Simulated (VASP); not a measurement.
Write the native input for VASP 6.6.1 that does the following.

```
Task                   : single point
Functional             : PBE
Potentials or basis    : VASP PAW PBE potentials, release 64 (Ti_sv)
Cutoff                 : 520 eV
k mesh                 : 20 × 20 × 20
Occupations            : gaussian, width 0.15 eV
Spin                   : no spin polarisation
Dipole correction      : no
Further INCAR settings : ALGO = Fast; EDIFF = 1e-06; NBANDS = 12
```

The structure of Ti lies in POSCAR:

```
Ti
1.0
    0.0000000000      2.1642808911      2.0034748208
    2.1642808911      0.0000000000      2.0034748208
    2.1642808911      2.1642808911      0.0000000000
Ti
1
Direct
    0.0000000000      0.0000000000      0.0000000000
```

One way to write it, as run:

INCAR

```
SYSTEM = Ti
  ALGO = Fast
  EDIFF = 1E-6
  ENCUT = 520
  GGA = PE
  ISIF = 2
  ISMEAR = 0
  LASPH = .TRUE.
  LCHARG = .FALSE.
  LREAL = .FALSE.
  LWAVE = .FALSE.
  NBANDS = 12
  NELM = 100
  PREC = Accurate
  SIGMA = 0.15
```

KPOINTS

```
k-points
0
G
  20 20 20
  0 0 0
```

Potentials or basis: VASP PAW PBE potentials, release 64 (Ti_sv).

Run with:

```bash
$ cat potpaw_PBE.64/Ti_sv/POTCAR > POTCAR
$ mpirun -np 1 vasp_std > vasp.out
```

Results of the run:

```yaml
Pressure: -7.5 GPa
Band_gap_on_the_k_mesh: zero (bands 6 and 7 overlap by 1.29 eV)
```

Caveat: the cell stands under tension.

It took 2.1 min on 1 thread of AMD EPYC 9R45 96-Core Processor (Zen 5) (shared host), peak memory 0.22 GiB.
